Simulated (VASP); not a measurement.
# Fe (Fm-3m) in VASP: further runs

The runs below take Fe through single point, with revPBE.

Program: VASP 6.6.1. These are calculated values, not measurements. Logs are shortened: lines on timing, memory, paths and dates and some standing lists are left out, and cuts for length are marked.

**1. The cell of the first run**

Symmetry: Fm-3m, No. 225, cubic system. The conventional cell has a = 3.602 Å, b = 3.602 Å, c = 3.602 Å, α = 90.00°, β = 90.00°, γ = 90.00°. Within 3.4 Å of Fe (site symmetry m-3m) lie 12 Fe at 2.55 Å.

**2. Single point, revPBE (volume scaled by 1.12)**

The input, INCAR:

```
PREC = Accurate ; ENCUT = 520
EDIFF = 1E-6 ; ISMEAR = -1
SIGMA = 0.1 ; LREAL = F
LASPH = T ; NELM = 80
ALGO = Normal ; ISIF = 2
LWAVE = F ; LCHARG = F
GGA = RE ; NBANDS = 10
```

The input, KPOINTS:

```
regular mesh
0
Gamma
  17 17 17
```

The input, POSCAR:

```
Fe
1.0
    0.0000000000      1.8011463010      1.8011463010
    1.8011463010      0.0000000000      1.8011463010
    1.8011463010      1.8011463010      0.0000000000
Fe
1
Direct
    0.0000000000      0.0000000000      0.0000000000
```

Potentials or basis: VASP PAW PBE potentials, release 64 (Fe).

Run with:

```bash
> cat potpaw_PBE.64/Fe/POTCAR > POTCAR
> mpirun -np 1 vasp_std > vasp.out
```

OUTCAR:

```text
PREC = Accurate
   ENCUT = 520
   EDIFF = 1E-6
   ISMEAR = -1
   LREAL = F
   LASPH = T
   NELM = 80
   ISIF = 2
   GGA = RE

 ion  position               nearest neighbor table
   1  0.000  0.000  0.000-

  LATTYP: Found a face centered cubic cell.
 ALAT       =     3.6022926020

  Lattice vectors:

 A1 = (   0.0000000000,   1.8011463010,   1.8011463010)
 A2 = (   1.8011463010,   0.0000000000,   1.8011463010)
 A3 = (   1.8011463010,   1.8011463010,   0.0000000000)

Analysis of symmetry for initial positions (statically):
=====================================================================
 Subroutine PRICEL returns:
 Original cell was already a primitive cell.

 Routine SETGRP: Setting up the symmetry group for a
 face centered cubic supercell.

 Subroutine GETGRP returns: Found 48 space group operations
 (whereof 48 operations were pure point group operations)
 out of a pool of 48 trial point group operations.

The static configuration has the point symmetry O_h .

Analysis of symmetry for dynamics (positions and initial velocities):
=====================================================================
 Subroutine PRICEL returns:
 Original cell was already a primitive cell.

 Routine SETGRP: Setting up the symmetry group for a
 face centered cubic supercell.

 Subroutine GETGRP returns: Found 48 space group operations
 (whereof 48 operations were pure point group operations)
 out of a pool of 48 trial point group operations.

The dynamic configuration has the point symmetry O_h .

 Subroutine INISYM returns: Found 48 space group operations
 (whereof 48 operations are pure point group operations),
 and found     1 'primitive' translations

----------------------------------------------------------------------------------------

                                     Primitive cell

  volume of cell :      11.6863

  direct lattice vectors                    reciprocal lattice vectors
     0.000000000  1.801146301  1.801146301    -0.277600992  0.277600992  0.277600992
     1.801146301  0.000000000  1.801146301     0.277600992 -0.277600992  0.277600992
     1.801146301  1.801146301  0.000000000     0.277600992  0.277600992 -0.277600992

  length of vectors
     2.547205527  2.547205527  2.547205527     0.480819022  0.480819022  0.480819022
[... 79 lines left out ...]
   EDIFF  = 0.1E-05   stopping-criterion for ELM
   LREAL  =      F    real-space projection
   EDIFFG = 0.1E-04   stopping-criterion for IOM
   NSW    =      0    number of steps for IOM
   IBRION =     -1    ionic relax: 0-MD 1-quasi-New 2-CG
   NFREE  =      0    steps in history (QN), initial steepest desc. (CG)
   ISIF   =      2    stress and relaxation
   ISYM   =      2    0-nonsym 1-usesym 2-fastsym
   POTIM  = 0.5000    time-step for ionic-motion
   TEBEG  =    0.0;   TEEND  =   0.0 temperature during run
   PSTRESS=    0.0 pullay stress
   NELECT =       8.0000    total number of electrons
   NUPDOWN=      -1.0000    fix difference up-down
   EMIN   =  10.00;   EMAX   =-10.00  energy-range for DOS
   EFERMI =   0.00;   METHOD = LEGACY
   ISMEAR =    -1;   SIGMA  =   0.10  broadening in eV -4-tet -1-fermi 0-gaus
   EFERMI_NEDOS =   21; number of points for ismear=-14 and -15
   IALGO  =     38    algorithm
   IMIX   =      4    mixing-type and parameters
     AMIX     =   0.40;   BMIX     =  1.00
     AMIX_MAG =   1.60;   BMIX_MAG =  1.00
  volume/ion in A,a.u.               =      11.69        78.86
  Fermi-wavevector in a.u.,A,eV,Ry     =   1.442821  2.726537 28.323696  2.081733
  Thomas-Fermi vector in A             =   2.561298
   LORBIT       =      0    0 simple, 1 ext, 2 COOP (PROOUT), +10 PAW based schemes
   GGA     = RE    functional components
   LHFCALC =     F    Hartree Fock is set to
   AEXX    =    0.0000 exact exchange contribution
   IVDW    =     0    specifies the selected vdW correction
   LEPSILON=     F    determine dielectric tensor
   LRPA    =     F    only Hartree local field effects (RPA)
 non-spin polarized calculation
  energy-cutoff  :      520.00
  volume of cell :       11.69
 maximum number of plane-waves:       331
   NGX =  9   NGY =  9   NGZ =  9

 number of electron       8.0000003 magnetization

 Free energy of the ion-electron system (eV)
  ---------------------------------------------------
  ext. energy  EPLUGINS =         0.00000000
  ---------------------------------------------------
  free energy    TOTEN  =        -7.55751936 eV

  energy without entropy =       -7.48570966  energy(sigma->0) =       -7.52161451

 E-fermi :   5.5045     XC(G=0): -12.9435

 val. band max:        5.4985597460   @ k =   0.2353   0.0000   0.0000
 cond. band min:       5.5085205328   @ k =   0.1765   0.0588   0.0000
 fundamental gap:      0.0099607868
 Fermi energy:         5.5045417674

 k-point     1 :       0.0000    0.0000    0.0000
  band No.  band energies     occupation
      1      -2.5833      2.00000
      2       4.1651      2.00000
      3       4.1651      2.00000
      4       4.1651      2.00000
      5       5.4340      1.33890
      6       5.4340      1.33890
      7      27.6632      0.00000
      8      32.2715      0.00000
      9      32.2715      0.00000
     10      32.2715      0.00000
[... 287 lines left out ...]
 k-point    24 :      -0.1176    0.0588    0.0000
  band No.  band energies     occupation
      1      -1.7638      2.00000
      2       3.8965      2.00000
      3       4.3599      1.99998
      4       4.3624      1.99998
      5       5.2566      1.84532
      6       5.4838      1.10344
      7      25.4256      0.00000
      8      27.7598      0.00000
      9      30.8527      0.00000
     10      32.8848      0.00000

 [... further k-points ...]

------------------------ aborting loop because EDIFF is reached ----------------------------------------

  FORCE on cell =-STRESS in cart. coord.  units (eV):
  Direction    XX          YY          ZZ          XY          YZ          ZX
  --------------------------------------------------------------------------------------
  -------------------------------------------------------------------------------------
  Total       -1.7037897     -1.7037897     -1.7037897     -0.0000000      0.0000000      0.0000000
  in kB     -233.5874972   -233.5874972   -233.5874972     -0.0000000      0.0000000      0.0000000
  external PRESSURE =    -233.5874972 kB  Pullay stress =       0.0000000 kB

 VOLUME and BASIS-vectors are now :
 -----------------------------------------------------------------------------
  energy-cutoff  :      520.00
  volume of cell :       11.69
      direct lattice vectors                 reciprocal lattice vectors
     0.000000000  1.801146301  1.801146301    -0.277600992  0.277600992  0.277600992
     1.801146301  0.000000000  1.801146301     0.277600992 -0.277600992  0.277600992
     1.801146301  1.801146301  0.000000000     0.277600992  0.277600992 -0.277600992

 POSITION                                       TOTAL-FORCE (eV/Angst)
 -----------------------------------------------------------------------------------
      0.00000      0.00000      0.00000        -0.000000     -0.000000      0.000000
 -----------------------------------------------------------------------------------
    total drift:                                0.000000      0.000000      0.000000

  FREE ENERGIE OF THE ION-ELECTRON SYSTEM (eV)
  ---------------------------------------------------
  free  energy   TOTEN  =        -7.5575193558 eV

  energy  without entropy=       -7.4857096636  energy(sigma->0) =       -7.52161451
```

OSZICAR:

```text
N       E                     dE             d eps       ncg     rms          rms(c)
DAV:   1     0.176598427473E+02    0.17660E+02   -0.43017E+03  3460   0.102E+03
DAV:   2    -0.862006278506E+01   -0.26280E+02   -0.24917E+02  3330   0.129E+02
DAV:   3    -0.914483861633E+01   -0.52478E+00   -0.51905E+00  3792   0.237E+01
DAV:   4    -0.914704049651E+01   -0.22019E-02   -0.22015E-02  3602   0.139E+00
DAV:   5    -0.914705734749E+01   -0.16851E-04   -0.16851E-04  3544   0.119E-01    0.107E+01
DAV:   6    -0.776701596573E+01    0.13800E+01   -0.16614E+01  3602   0.600E+01    0.338E+00
DAV:   7    -0.757378973254E+01    0.19323E+00   -0.15084E+00  3652   0.172E+01    0.712E-01
DAV:   8    -0.756179828011E+01    0.11991E-01   -0.13092E-02  4816   0.122E+00    0.309E-01
DAV:   9    -0.755752952041E+01    0.42688E-02   -0.41329E-03  4160   0.403E-01    0.600E-02
DAV:  10    -0.755752124379E+01    0.82766E-05   -0.34248E-05  4198   0.728E-02    0.268E-02
DAV:  11    -0.755751928012E+01    0.19637E-05   -0.63966E-07  2260   0.806E-03    0.108E-03
DAV:  12    -0.755751935583E+01   -0.75710E-07   -0.37341E-08  1730   0.282E-03
   1 F= -.75575194E+01 E0= -.75216145E+01  d E =-.718097E-01
```

stdout:

```text
POSCAR found type information on POSCAR Fe
 POSCAR found :  1 types and       1 ions
 scaLAPACK will be used
 -----------------------------------------------------------------------------
|                                                                             |
|                                                                             |
|     You enforced a specific xc type in the INCAR file but a different       |
|     I HOPE YOU KNOW WHAT YOU ARE DOING!                                     |
|                                                                             |
 -----------------------------------------------------------------------------

 LDA part: xc-table for (Slater+PW92), standard interpolation
 POSCAR, INCAR and KPOINTS ok, starting setup
 FFT: planning ... GRIDC
 FFT: planning ... GRID_SOFT
 FFT: planning ... GRID
 WAVECAR not read
 entering main loop
```

Run time: 9 s. Hardware: 1 thread of Intel Xeon Platinum 8559C (Emerald Rapids), shared host; peak memory 0.13 GiB.

Results:

```yaml
Free_energy: -7.5575 eV
Pressure: -23.4 GPa
Band_gap_on_the_k_mesh: zero (band 4 reaches 6.51 eV, above the bottom of band 5 at 4.88 eV)
```

Levels at points of the mesh, in eV from the Fermi level:
```csv
k point,band 1,band 2,band 3,band 4,band 5,band 6,band 7,band 8,band 9
"(0.00, 0.00, 0.00)",-8.09,-1.34,-1.34,-1.34,-0.07,-0.07,22.16,26.77,26.77
```

Caveat: the cell differs from its parent crystal (volume scaled by 1.12); the PAW data sets were made with another functional, which shifts forces and pressure a little; the run has no spin polarisation, though such a crystal can be magnetic.

**3. Single point, revPBE**

This run uses another cell than the first one, of 10.43 Å³/atom, 0.893 times its volume.

The input, INCAR:

```
PREC = Accurate
ENCUT = 520
EDIFF = 1E-6
ISMEAR = -1
SIGMA = 0.1
LREAL = False
LASPH = True
NELM = 100
ALGO = Normal
ISIF = 2
LWAVE = False
LCHARG = True
GGA = RE
LELF = True
LVHAR = True
NBANDS = 10
```

The input, KPOINTS:

```
regular mesh
0
Gamma
  25 25 25
```

The input, POSCAR:

```
Fe
1.0
    0.0000000000      1.7343749128      1.7343749128
    1.7343749128      0.0000000000      1.7343749128
    1.7343749128      1.7343749128      0.0000000000
Fe
1
Direct
    0.0000000000      0.0000000000      0.0000000000
```

Potentials or basis: VASP PAW PBE potentials, release 64 (Fe).

Run with:

```bash
> cat potpaw_PBE.64/Fe/POTCAR > POTCAR
> mpirun -np 1 vasp_std > vasp.out
```

Wall time 20 s (1 thread of Intel Xeon Platinum 8559C (Emerald Rapids), shared host); peak memory 0.16 GiB.

Results (log left out):

```yaml
Free_energy: -7.6618 eV
Pressure: -0.5 GPa
Band_gap_on_the_k_mesh: zero (band 4 reaches 7.89 eV, above the bottom of band 5 at 5.87 eV)
```

Levels at points of the mesh, in eV from the Fermi level:
| k point | band 2 | band 3 | band 4 | band 5 | band 6 | band 7 |
| --- | --- | --- | --- | --- | --- | --- |
| (0.00, 0.00, 0.00) | -1.58 | -1.58 | -1.58 | -0.08 | -0.08 | 23.12 |

Caveat: the PAW data sets were made with another functional, which shifts forces and pressure a little; the run has no spin polarisation, though such a crystal can be magnetic. Spin polarisation is off, so any magnetic state and its effect on volume and gap are missing.
